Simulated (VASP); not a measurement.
Write the native input for VASP 6.6.1 that does the following.

* Task: relaxation of shape and atoms at fixed volume
* Functional: PBEsol
* Potentials or basis: VASP PAW PBE potentials, release 64 (Ba_sv, Ti_sv, O)
* Cutoff: 600 eV
* k mesh: 8 × 8 × 8
* Occupations: gaussian, width 0.05 eV
* Spin: no spin polarisation
* Dipole correction: no
* Further INCAR settings: ALGO = Normal; EDIFF = 1e-06; IBRION = 2; EDIFFG = -0.01; NSW = 60; ISIF = 4

The structure of BaTiO3 (Barioperovskite) lies in POSCAR:

```
BaTiO3
1.0
    3.8213737120      0.0000000000      0.0000000000
    0.0000000000      2.7023894824      2.7024511153
    0.0000000000     -2.7023894824      2.7024511153
Ba Ti O
1 1 3
Direct
    0.0000000000     -0.0004845946     -0.0004845946
    0.5000000000      0.4998353572      0.4998353572
    0.0000000000      0.4991750060      0.4991750060
    0.5000000000      0.4991840050      0.9991702264
    0.5000000000      0.9991702264      0.4991840050
```

This cell differs from its parent crystal: volume scaled by 0.880.

One way to write it, as run:

INCAR

```
SYSTEM = BaTiO3
PREC = Accurate
ENCUT = 600
EDIFF = 1E-6
ISMEAR = 0
SIGMA = 0.05
LREAL = .FALSE.
LASPH = .TRUE.
NELM = 60
ALGO = Normal
ISIF = 4
LWAVE = .FALSE.
LCHARG = .FALSE.
GGA = PS
IBRION = 2
NSW = 60
EDIFFG = -0.01
```

KPOINTS

```
Automatic mesh
0
G
  8 8 8
  0 0 0
```

Potentials or basis: VASP PAW PBE potentials, release 64 (Ba_sv, Ti_sv, O).

Run with:

```console
$ cat potpaw_PBE.64/Ba_sv/POTCAR potpaw_PBE.64/Ti_sv/POTCAR potpaw_PBE.64/O/POTCAR > POTCAR
$ mpirun -np 1 vasp_std > vasp.out
```

It gave:

- Energy gained by relaxing: 0.0 meV/atom
- Ionic steps: 2
- Pressure after relaxing: 29.4 GPa
- Largest force after relaxing: 0.008 eV/Å
- Band gap on the k mesh: 1.92 eV, direct

Caveat: the PAW data sets were made with another functional, which shifts forces and pressure a little; spin-orbit coupling is left out, which moves the levels of the heavy elements.

Wall time 4.4 min on 1 thread of Oxide Virtual Turin-like Processor (shared host), peak memory 0.28 GiB.
